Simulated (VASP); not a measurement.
# Mo (Im-3m) in VASP: vibrations by perturbation theory with PBEsol

Aim: the vibrations by perturbation theory of Mo with PBEsol.

All numbers are computed with VASP 6.6.1; they aren't measurements. Logs are shortened: lines on timing, memory, paths and dates and some standing lists are left out, and cuts for length are marked.

### 1 The cell of the first run

The structure is cubic, space group Im-3m (No. 229). Conventional cell: a = 3.142 Å, b = 3.142 Å, c = 3.142 Å, α = 90.00°, β = 90.00°, γ = 90.00°. Within 3.6 Å of Mo (site symmetry m-3m) lie 14 Mo at 2.72 to 3.14 Å.

### 2 Vibrations by perturbation theory, PBEsol

File INCAR:

```
SYSTEM = Mo
PREC = Accurate
ENCUT = 520
EDIFF = 1E-8
ISMEAR = 0
SIGMA = 0.15
LREAL = .False.
LASPH = .True.
NELM = 100
ALGO = Normal
ISIF = 2
LWAVE = .False.
LCHARG = .False.
GGA = PS
IBRION = 8
NSW = 1
```

File KPOINTS:

```
Automatic mesh
0
Gamma
  16 16 16
  0 0 0
```

File POSCAR:

```
Mo
1.0
    0.0000000000     -3.1420000000      0.0000000000
   -3.1420000000      0.0000000000      0.0000000000
    0.0000000000      0.0000000000     -3.1420000000
Mo
2
Direct
    0.5000000000      0.5000000000      0.5000000000
    0.0000000000      0.0000000000      0.0000000000
```

Potentials or basis: VASP PAW PBE potentials, release 64 (Mo_sv).

On the command line:

```bash
> cat potpaw_PBE.64/Mo_sv/POTCAR > POTCAR
> mpirun -np 1 vasp_std > vasp.out
```

OUTCAR:

```text
SYSTEM = Mo
   PREC = Accurate
   ENCUT = 520
   EDIFF = 1E-8
   ISMEAR = 0
   LREAL = .False.
   LASPH = .True.
   NELM = 100
   ISIF = 2
   GGA = PS
   IBRION = 8
   NSW = 1

 ion  position               nearest neighbor table
   1  0.500  0.500  0.500-   2 2.72   2 2.72   2 2.72   2 2.72   2 2.72   2 2.72   2 2.72   2 2.72

   2  0.000  0.000  0.000-   1 2.72   1 2.72   1 2.72   1 2.72   1 2.72   1 2.72   1 2.72   1 2.72

  LATTYP: Found a simple cubic cell.
 ALAT       =     3.1420000000

  Lattice vectors:

 A1 = (   0.0000000000,  -3.1420000000,   0.0000000000)
 A2 = (  -3.1420000000,   0.0000000000,   0.0000000000)
 A3 = (   0.0000000000,   0.0000000000,  -3.1420000000)

Analysis of symmetry for initial positions (statically):
=====================================================================
 Subroutine PRICEL returns following result:

  LATTYP: Found a body centered cubic cell.
 ALAT       =     3.1420000000

  Lattice vectors:

 A1 = (  -1.5710000000,  -1.5710000000,   1.5710000000)
 A2 = (  -1.5710000000,   1.5710000000,  -1.5710000000)
 A3 = (   1.5710000000,  -1.5710000000,  -1.5710000000)

   2 primitive cells build up your supercell.

 Routine SETGRP: Setting up the symmetry group for a
 simple cubic supercell.

 Subroutine GETGRP returns: Found 48 space group operations
 (whereof 48 operations were pure point group operations)
 out of a pool of 48 trial point group operations.

The static configuration has the point symmetry O_h .

Analysis of symmetry for dynamics (positions and initial velocities):
=====================================================================
 Subroutine PRICEL returns following result:

  LATTYP: Found a body centered cubic cell.
 ALAT       =     3.1420000000

  Lattice vectors:

 A1 = (  -1.5710000000,  -1.5710000000,   1.5710000000)
 A2 = (  -1.5710000000,   1.5710000000,  -1.5710000000)
 A3 = (   1.5710000000,  -1.5710000000,  -1.5710000000)

   2 primitive cells build up your supercell.

 Routine SETGRP: Setting up the symmetry group for a
 simple cubic supercell.

 Subroutine GETGRP returns: Found 48 space group operations
 (whereof 48 operations were pure point group operations)
 out of a pool of 48 trial point group operations.

The dynamic configuration has the point symmetry O_h .

 Subroutine INISYM returns: Found 48 space group operations
 (whereof 48 operations are pure point group operations),
 and found     2 'primitive' translations

----------------------------------------------------------------------------------------

                                     Primitive cell

  volume of cell :      15.5092

  direct lattice vectors                    reciprocal lattice vectors
    -1.571000000 -1.571000000  1.571000000    -0.318268619 -0.318268619  0.000000000
    -1.571000000  1.571000000 -1.571000000    -0.318268619  0.000000000 -0.318268619
     1.571000000 -1.571000000 -1.571000000     0.000000000 -0.318268619 -0.318268619

  length of vectors
     2.721051819  2.721051819  2.721051819     0.450099797  0.450099797  0.450099797

  position of ions in fractional coordinates (direct lattice)
     1.000000000  1.000000000  1.000000000

  ion indices of the primitive-cell ions
[... 83 lines left out ...]
   TEBEG  =    0.0;   TEEND  =   0.0 temperature during run
   PSTRESS=    0.0 pullay stress
   NELECT =      28.0000    total number of electrons
   NUPDOWN=      -1.0000    fix difference up-down
   EMIN   =  10.00;   EMAX   =-10.00  energy-range for DOS
   EFERMI =   0.00;   METHOD = LEGACY
   ISMEAR =     0;   SIGMA  =   0.15  broadening in eV -4-tet -1-fermi 0-gaus
   EFERMI_NEDOS =   21; number of points for ismear=-14 and -15
   IALGO  =     38    algorithm
   IMIX   =      4    mixing-type and parameters
     AMIX     =   0.40;   BMIX     =  1.00
     AMIX_MAG =   1.60;   BMIX_MAG =  1.00
  volume/ion in A,a.u.               =      15.51       104.66
  Fermi-wavevector in a.u.,A,eV,Ry     =   1.582176  2.989878 34.059184  2.503279
  Thomas-Fermi vector in A             =   2.682139
   LORBIT       =      0    0 simple, 1 ext, 2 COOP (PROOUT), +10 PAW based schemes
   GGA     = PS    functional components
   LHFCALC =     F    Hartree Fock is set to
   AEXX    =    0.0000 exact exchange contribution
   IVDW    =     0    specifies the selected vdW correction
   LEPSILON=     F    determine dielectric tensor
   LRPA    =     F    only Hartree local field effects (RPA)
 non-spin polarized calculation
 Gauss-broadening in eV      SIGMA  =   0.15
  energy-cutoff  :      520.00
  volume of cell :       31.02
 maximum number of plane-waves:       861
 NGX is ok and might be reduce to    24
   NGX = 11   NGY = 11   NGZ = 11

--------------------------------------- Ionic step        1  -------------------------------------------

 number of electron      28.0000001 magnetization

 Free energy of the ion-electron system (eV)
  ---------------------------------------------------
  ext. energy  EPLUGINS =         0.00000000
  ---------------------------------------------------
  free energy    TOTEN  =       -23.55961680 eV

  energy without entropy =      -23.54520992  energy(sigma->0) =      -23.55241336

 E-fermi :  12.5988     XC(G=0): -13.5730

 val. band max:       12.5860795643   @ k =   0.3750   0.3750   0.0000
 cond. band min:      12.6030649455   @ k =   0.4375   0.1250   0.0000
 fundamental gap:      0.0169853812
 Fermi energy:        12.5988467986

 k-point     1 :       0.0000    0.0000    0.0000
  band No.  band energies     occupation
      1     -48.6018      2.00000
      2     -48.1332      2.00000
      3     -22.8658      2.00000
      4     -22.8658      2.00000
      5     -22.8658      2.00000
      6     -21.8706      2.00000
[... 481 lines left out ...]
      5     -22.3555      2.00000
      6     -22.3555      2.00000
[... 10 lines left out ...]
     17      14.4707      0.00000
     18      14.4707      0.00000

 [... further k-points ...]
[... 5 lines left out ...]
  --------------------------------------------------------------------------------------
  -------------------------------------------------------------------------------------
  Total       -0.5224768     -0.5224768     -0.5224768      0.0000000     -0.0000000      0.0000000
  in kB      -26.9872763    -26.9872763    -26.9872763      0.0000000     -0.0000000      0.0000000
  external PRESSURE =     -26.9872763 kB  Pullay stress =       0.0000000 kB

 VOLUME and BASIS-vectors are now :
 -----------------------------------------------------------------------------
  energy-cutoff  :      520.00
  volume of cell :       31.02
      direct lattice vectors                 reciprocal lattice vectors
     0.000000000 -3.142000000  0.000000000     0.000000000 -0.318268619  0.000000000
    -3.142000000  0.000000000  0.000000000    -0.318268619  0.000000000  0.000000000
     0.000000000  0.000000000 -3.142000000     0.000000000  0.000000000 -0.318268619

 POSITION                                       TOTAL-FORCE (eV/Angst)
 -----------------------------------------------------------------------------------
     -1.57100     -1.57100     -1.57100         0.000000     -0.000000     -0.000000
      0.00000      0.00000      0.00000        -0.000000      0.000000      0.000000
 -----------------------------------------------------------------------------------
    total drift:                               -0.000000     -0.000000      0.000000

  FREE ENERGIE OF THE ION-ELECTRON SYSTEM (eV)
  ---------------------------------------------------
  free  energy   TOTEN  =       -23.5596167997 eV

  energy  without entropy=      -23.5452099166  energy(sigma->0) =      -23.55241336

[... ionic steps 2 to 3 ...]

--------------------------------------- Ionic step        4  -------------------------------------------

 Free energy of the ion-electron system (eV)
  ---------------------------------------------------
  ---------------------------------------------------
  free energy    TOTEN  =        -0.58691726 eV

  energy without entropy =       -0.58691725

------------------------ aborting loop because EDIFF is reached ----------------------------------------

 INTERNAL STRAIN TENSOR  FOR ION    1  DIRECTION 1   (eV/Angst):
 -----------------------------------------------------------------------------
    -0.03257 -0.00000  0.00000
     0.00000  0.01100 -0.00000
    -0.00000 -0.00000  0.01100

 INTERNAL STRAIN TENSOR FOR ION    2 for displacements in x,y,z  (eV/Angst):
          X           Y           Z          XY          YZ          ZX
  --------------------------------------------------------------------------------
  x     0.00000     0.00000     0.00000     0.00000     0.00000     0.00000
  y     0.00000     0.00000     0.00000     0.00000     0.00000     0.00000
  z     0.00000     0.00000     0.00000     0.00000     0.00000     0.00000

 SECOND DERIVATIVES (NOT SYMMETRIZED)
 ------------------------------------
               1X          1Y          1Z          2X          2Y          2Z
  1X    -4.690087   -0.000000   -0.000000    4.690087    0.000000    0.000000
  1Y    -0.000000   -4.690087   -0.000000    0.000000    4.690087    0.000000
  1Z    -0.000000   -0.000000   -4.690087    0.000000    0.000000    4.690087
  2X     4.690087    0.000000    0.000000   -4.690087   -0.000000   -0.000000
  2Y     0.000000    4.690087    0.000000   -0.000000   -4.690087   -0.000000
  2Z     0.000000    0.000000    4.690087   -0.000000   -0.000000   -4.690087

 Eigenvectors and eigenvalues of the dynamical matrix
 ----------------------------------------------------

   1 f  =    4.888283 THz    30.713985 2PiTHz  163.055556 cm-1    20.216303 meV
             X         Y         Z           dx          dy          dz
     -1.571000 -1.571000 -1.571000     0.707107    0.000000   -0.000000
      0.000000  0.000000  0.000000    -0.707107   -0.000000    0.000000
[... 16 lines left out ...]
   5 f  =    0.000000 THz     0.000000 2PiTHz    0.000000 cm-1     0.000000 meV
             X         Y         Z           dx          dy          dz
     -1.571000 -1.571000 -1.571000    -0.707107   -0.000000    0.000000
      0.000000  0.000000  0.000000    -0.707107    0.000000    0.000000

   6 f/i=    0.000000 THz     0.000000 2PiTHz    0.000002 cm-1     0.000000 meV
             X         Y         Z           dx          dy          dz
     -1.571000 -1.571000 -1.571000     0.000000    0.187257   -0.681861
      0.000000  0.000000  0.000000     0.000000    0.187257   -0.681861

--------------------------------------------------------------------------------------------------------

 ELASTIC MODULI CONTR FROM IONIC RELAXATION (kBar)
 Direction    XX          YY          ZZ          XY          YZ          ZX
 --------------------------------------------------------------------------------
 XX           0.0000      0.0000      0.0000      0.0000      0.0000      0.0000
 YY           0.0000      0.0000      0.0000      0.0000      0.0000      0.0000
 ZZ           0.0000      0.0000      0.0000      0.0000      0.0000      0.0000
 XY           0.0000      0.0000      0.0000      0.0000      0.0000      0.0000
 YZ           0.0000      0.0000      0.0000      0.0000      0.0000      0.0000
 ZX           0.0000      0.0000      0.0000      0.0000      0.0000      0.0000
 --------------------------------------------------------------------------------
```

Run time: 2.9 min. Hardware: 1 thread of Intel Xeon Platinum 8488C (Sapphire Rapids), shared host; peak memory 0.49 GiB.

Results:

```yaml
Highest_phonon_frequency_at_Γ: 163 cm⁻¹
```

Phonon frequencies in cm⁻¹ (negative: imaginary):
| q point | frequencies |
| --- | --- |
| (0.000, 0.000, 0.000) | 0 0 0 163 163 163 |

Caveat: the cell stands under pressure or tension, which shifts response properties; the PAW data sets were made with another functional, which shifts forces and pressure a little.
